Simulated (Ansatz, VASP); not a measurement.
## CaO: VASP beside Ansatz

```
Ca O
1.0
     3.88132    0.00000    0.00000
    -1.94066    3.36132    0.00000
     0.00000    0.00000    4.65118
Ca O
2 2
Direct
  0.33333 0.66667 0.93750
  0.66667 0.33333 0.43750
  0.33333 0.66667 0.43750
  0.66667 0.33333 0.93750
```

Change from the starting cell: hydrostatic strain -2.5%.

Alike in both runs: task single point; functional r2SCAN; k mesh 12 × 12 × 6; no spin polarisation.

|  | VASP | Ansatz |
| --- | --- | --- |
| version | VASP 6.6.1 | Ansatz 0.2.0 |
| potentials or method | VASP PAW PBE potentials, release 64 (Ca_sv, O) | plane waves, PAW |
| plane-wave cutoff (eV) | 520 | 500 |
| occupations | gaussian, width 0.01 eV | fixed |
| valence electrons in the cell | 32 | 32 |

```tsv
	VASP	Ansatz	Ansatz less VASP
gap on the k mesh at the Fermi level (eV)	3.88	3.91	+0.025
pressure (GPa)	9.7	8.4	-1.28
traceless stress, the component that is largest in VASP (GPa)	0.69	0.72	+0.023
```

VASP's potentials were made for PBE, not for r2SCAN.
